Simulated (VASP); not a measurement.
Here is a VASP 6.6.1 calculation.

File INCAR:

```
PREC = Accurate ; ENCUT = 520
EDIFF = 1E-6 ; ISMEAR = 0
SIGMA = 0.1 ; LREAL = False
LASPH = True ; NELM = 80
ALGO = Fast ; ISIF = 2
LWAVE = False ; LCHARG = False
GGA = PE ; NBANDS = 11
```

File KPOINTS:

```
regular mesh
0
Gamma
  8 8 6
```

File POSCAR:

```
Pt
1.0
    1.1906203409     -2.2228973117      0.0000000000
    1.1906203409      2.2228973117      0.0000000000
    0.0000000000      0.0000000000      3.4713738841
Pt
1
Direct
    0.0000000000      0.0000000000      0.0000000000
```

Potentials or basis: VASP PAW PBE potentials, release 64 (Pt).

Launch:

```bash
$ cat potpaw_PBE.64/Pt/POTCAR > POTCAR
$ mpirun -np 1 vasp_std > vasp.out
```

Question: Predict the band gap on the k mesh.

Answer: Zero (bands 5 and 6 overlap by 2.60 eV).

Question: What does it give for the pressure?

Answer: 37.2 GPa.

Stress tensor (GPa, compression positive):
```
78.40  0.00  0.00
 0.00 37.43  0.00
 0.00  0.00 -4.37
```

Caveat: the k points lie up to 0.37 Å⁻¹ apart, too coarse for converged energies and pressures of a metal; spin-orbit coupling is left out, which moves the levels of the heavy elements.
